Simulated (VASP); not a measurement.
## Mo4C: relaxation of the atoms with PBEsol

Mo4C, a slab with vacuum:

```xyz
5
Lattice="3.1294 0.0000 0.0000 0.0000 3.1294 0.0000 0.0000 0.0000 20.0433" Properties=species:S:1:pos:R:3 pbc="T T T"
Mo    1.5647    1.5647    4.0000
Mo    0.0000    0.0000    5.5647
Mo    1.5647    1.5647    7.1755
Mo    0.0000    0.0000    8.5433
C     1.5647    1.5647    8.9833
```

```yaml
Program: VASP 6.6.1
Task: relaxation of the atoms
Functional: PBEsol
Potentials_or_basis: VASP PAW PBE potentials, release 64 (Mo_sv, C)
Cutoff: 520 eV
k_mesh: 9 × 9 × 1
Occupations: gaussian, width 0.1 eV
Spin: no spin polarisation
Dipole_correction: yes
Atoms_held_fixed_from_0: "[0, 1, 2, 3]"
Further_INCAR_settings: ALGO = Normal; EDIFF = 1e-06; IBRION = 2; EDIFFG = -0.025; NSW = 36
Atoms_held_along_some_axes_from_0: atom 4 along a and b
```

```yaml
Energy_gained_by_relaxing: 61.5 meV/atom
Ionic_steps: 3
Band_gap_on_the_k_mesh: zero (bands 30 and 31 overlap by 1.47 eV)
```

The path:
```
step  energy change (eV)  largest force on free atoms (eV/Å)  pressure (GPa)
   1              0.0000                              4.0654            0.95
   2             -0.3005                              0.4571           -2.34
   3             -0.3074                              0.0097           -1.96
```

Final structure:
```
Mo C
1.0
     3.12943    0.00000    0.00000
     0.00000    3.12943    0.00000
     0.00000    0.00000   20.04335
Mo C
4 1
Direct
  0.50000 0.50000 0.19957
  0.00000 0.00000 0.27763
  0.50000 0.50000 0.35800
  0.00000 0.00000 0.42624
  0.50000 0.50000 0.45655
```

Levels at points of the mesh, in eV from the Fermi level:
| k point | band 28 | band 29 | band 30 | band 31 | band 32 | band 33 |
| --- | --- | --- | --- | --- | --- | --- |
| (0.00, 0.00, 0.00) | -1.17 | -1.17 | -0.51 | -0.51 | -0.10 | 0.14 |

Wall time 10 min on 1 thread of Intel Xeon 8259CL, on a shared host, peak memory 0.33 GiB.

Caveat: the PAW data sets were made with another functional, which shifts forces and pressure a little.
